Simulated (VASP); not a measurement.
A run of VASP 6.6.1:

The input INCAR:

```
SYSTEM = BaZrO3
  PREC = Accurate
  ENCUT = 520
  EDIFF = 1E-8
  ISMEAR = 0
  SIGMA = 0.01
  LREAL = .False.
  LASPH = .True.
  NELM = 80
  ALGO = Normal
  ISIF = 2
  LWAVE = .False.
  LCHARG = .True.
  GGA = PS
  NBANDS = 28
  IBRION = 8
  NSW = 1
```

File KPOINTS:

```
regular mesh
0
Gamma
  4 4 4
  0 0 0
```

The input POSCAR:

```
BaZrO3
1.0
    4.1383836916      0.0000000000      0.0000000000
    0.0000000000      4.1383836916      0.0000000000
    0.0000000000      0.0000000000      4.1383836916
Ba Zr O
1 1 3
Direct
    0.0000000000      0.0000000000      0.0000000000
    0.5000000000      0.5000000000      0.5000000000
    0.0000000000      0.5000000000      0.5000000000
    0.5000000000      0.0000000000      0.5000000000
    0.5000000000      0.5000000000      0.0000000000
```

Potentials or basis: VASP PAW PBE potentials, release 64 (Ba_sv, Zr_sv, O).

Launch:

```console
$ cat potpaw_PBE.64/Ba_sv/POTCAR potpaw_PBE.64/Zr_sv/POTCAR potpaw_PBE.64/O/POTCAR > POTCAR
$ mpirun -np 1 vasp_std > vasp.out
```

Hardware: 1 thread of Intel Xeon 8259CL, on a shared host.

Problem. Estimate the wall time of this run.

Solution. Wall time 11 min on 1 thread of Intel Xeon 8259CL, with other jobs on the host, peak memory 0.32 GiB. Counts: scf iterations 118, k points 10.
